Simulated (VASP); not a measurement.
# Cu (P6_3/mmc) in VASP: a series of runs

Runs on Cu. Level: PBEsol. Tasks: single point.

All numbers are computed with VASP 6.6.1; they aren't measurements. Logs are shortened: lines on timing, memory, paths and dates and some standing lists are left out, and cuts for length are marked.

### 1 The cell of the first run

Symmetry: P6_3/mmc, No. 194, hexagonal system. Conventional cell: a = 2.514 Å, b = 2.514 Å, c = 4.093 Å, α = 90.00°, β = 90.00°, γ = 120.00°. Within 3.3 Å of Cu (site symmetry -6m2) lie 12 Cu at 2.51 Å.

This isn't the form of Cu at room conditions, which is fcc.

### 2 Single point, PBEsol

INCAR

```
PREC = Accurate
ENCUT = 520
EDIFF = 1E-7
ISMEAR = -1
SIGMA = 0.05
LREAL = F
LASPH = T
NELM = 60
ALGO = Normal
ISIF = 2
LWAVE = F
LCHARG = F
GGA = PS
NBANDS = 18
```

KPOINTS

```
Automatic mesh
0
Gamma
  12 12 7
```

POSCAR

```
Cu
1.0
    2.5142278710      0.0000000000      0.0000000000
   -1.2571139355      2.1773852072      0.0000000000
    0.0000000000      0.0000000000      4.0930002161
Cu
2
Direct
    0.6666666667      0.3333333333      0.7500000000
    0.3333333333      0.6666666667      0.2500000000
```

Potentials or basis: VASP PAW PBE potentials, release 64 (Cu).

Command:

```console
$ cat potpaw_PBE.64/Cu/POTCAR > POTCAR
$ mpirun -np 1 vasp_std > vasp.out
```

OUTCAR:

```text
PREC = Accurate
   ENCUT = 520
   EDIFF = 1E-7
   ISMEAR = -1
   LREAL = F
   LASPH = T
   NELM = 60
   ISIF = 2
   GGA = PS

 ion  position               nearest neighbor table
   1  0.667  0.333  0.750-   2 2.51   2 2.51   2 2.51   2 2.51   2 2.51   2 2.51
   2  0.333  0.667  0.250-   1 2.51   1 2.51   1 2.51   1 2.51   1 2.51   1 2.51

  LATTYP: Found a hexagonal cell.
 ALAT       =     2.5142278710
 C/A-ratio  =     1.6279352653

  Lattice vectors:

 A1 = (   2.5142278710,   0.0000000000,   0.0000000000)
 A2 = (  -1.2571139355,   2.1773852072,   0.0000000000)
 A3 = (   0.0000000000,   0.0000000000,   4.0930002161)

Analysis of symmetry for initial positions (statically):
=====================================================================
 Subroutine PRICEL returns:
 Original cell was already a primitive cell.

 Routine SETGRP: Setting up the symmetry group for a
 hexagonal supercell.

 Subroutine GETGRP returns: Found 24 space group operations
 (whereof 12 operations were pure point group operations)
 out of a pool of 24 trial point group operations.

The static configuration has the point symmetry D_3d.
 The point group associated with its full space group is D_6h.

Analysis of symmetry for dynamics (positions and initial velocities):
=====================================================================
 Subroutine PRICEL returns:
 Original cell was already a primitive cell.

 Routine SETGRP: Setting up the symmetry group for a
 hexagonal supercell.

 Subroutine GETGRP returns: Found 24 space group operations
 (whereof 12 operations were pure point group operations)
 out of a pool of 24 trial point group operations.

The dynamic configuration has the point symmetry D_3d.
 The point group associated with its full space group is D_6h.

 Subroutine INISYM returns: Found 24 space group operations
 (whereof 12 operations are pure point group operations),
 and found     1 'primitive' translations

----------------------------------------------------------------------------------------

                                     Primitive cell

  volume of cell :      22.4069

  direct lattice vectors                    reciprocal lattice vectors
     2.514227871  0.000000000  0.000000000     0.397736423  0.229633231  0.000000000
    -1.257113936  2.177385207  0.000000000     0.000000000  0.459266462  0.000000000
     0.000000000  0.000000000  4.093000216     0.000000000  0.000000000  0.244319557

  length of vectors
     2.514227871  2.514227871  4.093000216     0.459266462  0.459266462  0.244319557

  position of ions in fractional coordinates (direct lattice)
     0.666666667  0.333333333  0.750000000
     0.333333333  0.666666667  0.250000000

  ion indices of the primitive-cell ions
   primitive index   ion index
                 1           1
                 2           2

----------------------------------------------------------------------------------------

 KPOINTS: Automatic mesh

Automatic generation of k-mesh.
 Grid dimensions read from file:
 generate k-points for:   12   12    7

 Generating k-lattice:

  Cartesian coordinates                     Fractional coordinates (reciprocal lattice)
     0.033144702  0.019136103  0.000000000     0.083333333 -0.000000000  0.000000000
     0.000000000  0.038272205  0.000000000     0.000000000  0.083333333  0.000000000
     0.000000000  0.000000000  0.034902794     0.000000000  0.000000000  0.142857143

  Length of vectors
     0.038272205  0.038272205  0.034902794

  Shift w.r.t. Gamma in fractional coordinates (k-lattice)
     0.000000000  0.000000000  0.000000000

 Subroutine IBZKPT returns following result:
 ===========================================

 Found     76 irreducible k-points:

 Following reciprocal coordinates:
            Coordinates               Weight
  0.000000  0.000000  0.000000      1.000000
  0.083333  0.000000  0.000000      6.000000
  0.166667  0.000000  0.000000      6.000000
  0.250000  0.000000  0.000000      6.000000
  0.333333  0.000000  0.000000      6.000000
  0.416667  0.000000  0.000000      6.000000
[... 16 lines left out ...]
  0.250000  0.000000  0.142857     12.000000
  0.333333  0.000000  0.142857     12.000000
 [... further k-points ...]
   k-points           NKPTS =     76   k-points in BZ     NKDIM =     76   number of bands    NBANDS=     18
   number of dos      NEDOS =    301   number of ions     NIONS =      2
   total plane-waves  NPLWV =  12000
   dimension x,y,z NGX =    20 NGY =   20 NGZ =   30
   dimension x,y,z NGXF=    40 NGYF=   40 NGZF=   60
   ions per type =               2
   NGX,Y,Z   is equivalent  to a cutoff of  13.22, 13.22, 12.19 a.u.
   NGXF,Y,Z  is equivalent  to a cutoff of  26.45, 26.45, 24.37 a.u.
 SYSTEM =  unknown system
   PREC   = accura    normal or accurate (medium, high low for compatibility)
   ISTART =      0    job   : 0-new  1-cont  2-samecut
   ICHARG =      2    charge: 1-file 2-atom 10-const
   ISPIN  =      1    spin polarized calculation?
   LNONCOLLINEAR =      F non collinear calculations
   LSORBIT =      F    spin-orbit coupling
   LASPH  =      T    aspherical Exc in radial PAW
   ENCUT  =  520.0 eV  38.22 Ry    6.18 a.u.   4.67  4.67  7.61*2*pi/ulx,y,z
   NELM   =     60;   NELMIN=  2; NELMDL= -5     # of ELM steps
   EDIFF  = 0.1E-06   stopping-criterion for ELM
   LREAL  =      F    real-space projection
   EDIFFG = 0.1E-05   stopping-criterion for IOM
   NSW    =      0    number of steps for IOM
   IBRION =     -1    ionic relax: 0-MD 1-quasi-New 2-CG
   NFREE  =      0    steps in history (QN), initial steepest desc. (CG)
   ISIF   =      2    stress and relaxation
   ISYM   =      2    0-nonsym 1-usesym 2-fastsym
   POTIM  = 0.5000    time-step for ionic-motion
   TEBEG  =    0.0;   TEEND  =   0.0 temperature during run
   PSTRESS=    0.0 pullay stress
   NELECT =      22.0000    total number of electrons
   NUPDOWN=      -1.0000    fix difference up-down
   EMIN   =  10.00;   EMAX   =-10.00  energy-range for DOS
   EFERMI =   0.00;   METHOD = LEGACY
   ISMEAR =    -1;   SIGMA  =   0.05  broadening in eV -4-tet -1-fermi 0-gaus
   EFERMI_NEDOS =   21; number of points for ismear=-14 and -15
   IALGO  =     38    algorithm
   IMIX   =      4    mixing-type and parameters
     AMIX     =   0.40;   BMIX     =  1.00
     AMIX_MAG =   1.60;   BMIX_MAG =  1.00
  volume/ion in A,a.u.               =      11.20        75.60
  Fermi-wavevector in a.u.,A,eV,Ry     =   1.627128  3.074827 36.022063  2.647547
  Thomas-Fermi vector in A             =   2.719974
   LORBIT       =      0    0 simple, 1 ext, 2 COOP (PROOUT), +10 PAW based schemes
   GGA     = PS    functional components
   LHFCALC =     F    Hartree Fock is set to
   AEXX    =    0.0000 exact exchange contribution
   IVDW    =     0    specifies the selected vdW correction
   LEPSILON=     F    determine dielectric tensor
   LRPA    =     F    only Hartree local field effects (RPA)
 non-spin polarized calculation
  energy-cutoff  :      520.00
  volume of cell :       22.41
 maximum number of plane-waves:       616
 NGX is ok and might be reduce to    20
   NGX =  9   NGY =  9   NGZ = 15

 number of electron      21.9999966 magnetization

 Free energy of the ion-electron system (eV)
  ---------------------------------------------------
  ext. energy  EPLUGINS =         0.00000000
  ---------------------------------------------------
  free energy    TOTEN  =        -8.58398546 eV

  energy without entropy =       -8.57609331  energy(sigma->0) =       -8.58003938

 E-fermi :   8.0200     XC(G=0): -13.2182

 val. band max:        8.0088777982   @ k =   0.3333   0.1667   0.2857
 cond. band min:       8.0488575517   @ k =   0.5000   0.0000   0.0000
 fundamental gap:      0.0399797536
 Fermi energy:         8.0199963598

 k-point     1 :       0.0000    0.0000    0.0000
  band No.  band energies     occupation
      1      -1.7295      2.00000
      2       2.6767      2.00000
      3       4.8854      2.00000
      4       4.9426      2.00000
      5       4.9426      2.00000
      6       5.1723      2.00000
[... 10 lines left out ...]
     17      32.1549      0.00000
     18      32.1550      0.00000

 k-point     2 :       0.0833    0.0000    0.0000
  band No.  band energies     occupation
      1      -1.4969      2.00000
      2       2.8115      2.00000
      3       4.7493      2.00000
      4       5.0304      2.00000
      5       5.0518      2.00000
      6       5.1341      2.00000
[... 10 lines left out ...]
     17      32.9136      0.00000
     18      33.2070      0.00000

 k-point     3 :       0.1667    0.0000    0.0000
  band No.  band energies     occupation
      1      -0.8159      2.00000
      2       3.1522      2.00000
      3       4.5440      2.00000
      4       4.7189      2.00000
      5       4.9913      2.00000
      6       5.2777      2.00000
[... 10 lines left out ...]
     17      30.3009      0.00000
     18      32.2918      0.00000

 k-point     4 :       0.2500    0.0000    0.0000
  band No.  band energies     occupation
      1       0.2502      2.00000
      2       3.4641      2.00000
      3       4.1524      2.00000
      4       4.3983      2.00000
      5       4.9016      2.00000
      6       5.1247      2.00000
[... 10 lines left out ...]
     17      26.8979      0.00000
     18      29.4228      0.00000

 k-point     5 :       0.3333    0.0000    0.0000
  band No.  band energies     occupation
      1       1.5259      2.00000
      2       3.4668      2.00000
      3       3.7592      2.00000
      4       4.4316      2.00000
      5       4.9800      2.00000
      6       4.9883      2.00000
[... 10 lines left out ...]
     17      24.0961      0.00000
     18      28.2121      0.00000

 k-point     6 :       0.4167    0.0000    0.0000
  band No.  band energies     occupation
      1       2.5731      2.00000
      2       3.3178      2.00000
      3       3.5317      2.00000
      4       4.6394      2.00000
      5       4.8807      2.00000
      6       5.0022      2.00000
[... 10 lines left out ...]
     17      21.8091      0.00000
     18      27.8061      0.00000

 k-point     7 :       0.5000    0.0000    0.0000
  band No.  band energies     occupation
      1       2.9548      2.00000
      2       3.2087      2.00000
      3       3.4575      2.00000
      4       4.8319      2.00000
      5       4.8454      2.00000
      6       4.9645      2.00000
[... 10 lines left out ...]
     17      21.4658      0.00000
     18      27.6938      0.00000

 k-point     8 :       0.0833    0.0833    0.0000
  band No.  band energies     occupation
      1      -1.0397      2.00000
      2       3.0530      2.00000
      3       4.5902      2.00000
      4       4.9137      2.00000
      5       5.0499      2.00000
      6       5.1663      2.00000
[... 10 lines left out ...]
     17      32.1605      0.00000
     18      32.1729      0.00000
[... 229 lines left out ...]
     17      21.5340      0.00000
     18      21.5340      0.00000

 k-point    20 :       0.0000    0.0000    0.1429
  band No.  band energies     occupation
      1      -1.5357      2.00000
      2       2.5598      2.00000
      3       4.8458      2.00000
      4       4.9062      2.00000
      5       4.9063      2.00000
      6       5.1327      2.00000
[... 10 lines left out ...]
     17      30.6965      0.00000
     18      32.2378      0.00000

 k-point    21 :       0.0833    0.0000    0.1429
  band No.  band energies     occupation
      1      -1.3050      2.00000
      2       2.7073      2.00000
      3       4.7477      2.00000
      4       4.9540      2.00000
      5       4.9844      2.00000
      6       5.0184      2.00000
[... 10 lines left out ...]
     17      30.5217      0.00000
     18      32.3466      0.00000

 k-point    22 :       0.1667    0.0000    0.1429
  band No.  band energies     occupation
      1      -0.6312      2.00000
      2       3.0869      2.00000
      3       4.5335      2.00000
      4       4.5650      2.00000
      5       4.9374      2.00000
      6       5.1573      2.00000
[... 10 lines left out ...]
     17      29.4277      0.00000
     18      31.0659      0.00000

 k-point    23 :       0.2500    0.0000    0.1429
  band No.  band energies     occupation
      1       0.4166      2.00000
      2       3.4517      2.00000
      3       4.0511      2.00000
      4       4.4295      2.00000
      5       4.8210      2.00000
      6       5.1446      2.00000
[... 10 lines left out ...]
     17      27.9520      0.00000
     18      30.1499      0.00000

 k-point    24 :       0.3333    0.0000    0.1429
  band No.  band energies     occupation
      1       1.6429      2.00000
      2       3.4642      2.00000
      3       3.7535      2.00000
      4       4.3751      2.00000
      5       4.9346      2.00000
      6       5.0313      2.00000
[... 10 lines left out ...]
     17      25.9508      0.00000
     18      28.3968      0.00000

 [... further k-points ...]

------------------------ aborting loop because EDIFF is reached ----------------------------------------

  FORCE on cell =-STRESS in cart. coord.  units (eV):
  Direction    XX          YY          ZZ          XY          YZ          ZX
  --------------------------------------------------------------------------------------
  -------------------------------------------------------------------------------------
  Total        0.3853939      0.3853939      0.3742615      0.0000000      0.0000000      0.0000000
  in kB       27.5571165     27.5571165     26.7611062      0.0000000      0.0000000      0.0000000
  external PRESSURE =      27.2917797 kB  Pullay stress =       0.0000000 kB

 VOLUME and BASIS-vectors are now :
 -----------------------------------------------------------------------------
  energy-cutoff  :      520.00
  volume of cell :       22.41
      direct lattice vectors                 reciprocal lattice vectors
     2.514227871  0.000000000  0.000000000     0.397736423  0.229633231  0.000000000
    -1.257113936  2.177385207  0.000000000     0.000000000  0.459266462  0.000000000
     0.000000000  0.000000000  4.093000216     0.000000000  0.000000000  0.244319557

 POSITION                                       TOTAL-FORCE (eV/Angst)
 -----------------------------------------------------------------------------------
      1.25711      0.72580      3.06975        -0.000000      0.000000     -0.000000
     -0.00000      1.45159      1.02325         0.000000     -0.000000      0.000000
 -----------------------------------------------------------------------------------
    total drift:                               -0.000000      0.000000     -0.000000

  FREE ENERGIE OF THE ION-ELECTRON SYSTEM (eV)
  ---------------------------------------------------
  free  energy   TOTEN  =        -8.5839854557 eV

  energy  without entropy=       -8.5760933064  energy(sigma->0) =       -8.58003938
```

Run time: 33 s. Hardware: 1 thread of Intel Xeon 8259CL, shared host; peak memory 0.15 GiB.

Results:

| Quantity | Value |
| --- | --- |
| Free energy | -8.5840 eV |
| Pressure | 2.7 GPa |
| Band gap on the k mesh | zero (bands 11 and 12 overlap by 6.03 eV) |

Caveat: the PAW data sets were made with another functional, which shifts forces and pressure a little.

### 3 Single point, PBEsol

This run uses another cell than the first one, of 11.33 Å³/atom.

INCAR

```
SYSTEM = Cu
ALGO = Fast
EDIFF = 1E-7
ENCUT = 520
GGA = PS
ISIF = 2
ISMEAR = -1
LASPH = .True.
LCHARG = .False.
LREAL = .False.
LWAVE = .False.
NBANDS = 18
NELM = 60
PREC = Accurate
SIGMA = 0.05
```

KPOINTS

```
k-points
0
Gamma
  12 12 7
  0 0 0
```

POSCAR

```
Cu
1.0
    2.5243584468      0.0000000000      0.0000000000
   -1.2621792234      2.1861585432      0.0000000000
    0.0000000000      0.0000000000      4.1076374566
Cu
2
Direct
    0.6666666667      0.3333333333      0.7500000000
    0.3333333333      0.6666666667      0.2500000000
```

Potentials or basis: VASP PAW PBE potentials, release 64 (Cu).

Command:

```console
$ cat potpaw_PBE.64/Cu/POTCAR > POTCAR
$ mpirun -np 1 vasp_std > vasp.out
```

Run time: 56 s. Hardware: 1 thread of Intel Xeon 8259CL, shared host; peak memory 0.15 GiB.

The run converged. Its results:

| Item | Value |
| --- | --- |
| Free energy | -8.5870 eV |
| Pressure | 0.8 GPa |
| Band gap on the k mesh | zero (bands 11 and 12 overlap by 5.98 eV) |

Levels at points of the mesh, in eV from the Fermi level:
```
           k point  band 7  band 8  band 9  band 10  band 11  band 12  band 13  band 14  band 15  band 16
(0.00, 0.00, 0.00)   -2.81   -2.52   -2.52    -1.72    -1.72    -1.08     4.05    21.68    22.29    22.29
(0.50, 0.00, 0.00)   -2.78   -1.62   -1.56    -1.51     0.03     1.66     7.98     8.41    10.98    11.44
```

Caveat: the PAW data sets were made with another functional, which shifts forces and pressure a little.

The gap in the log of VASP goes by the Fermi energy; the results here count the filled bands.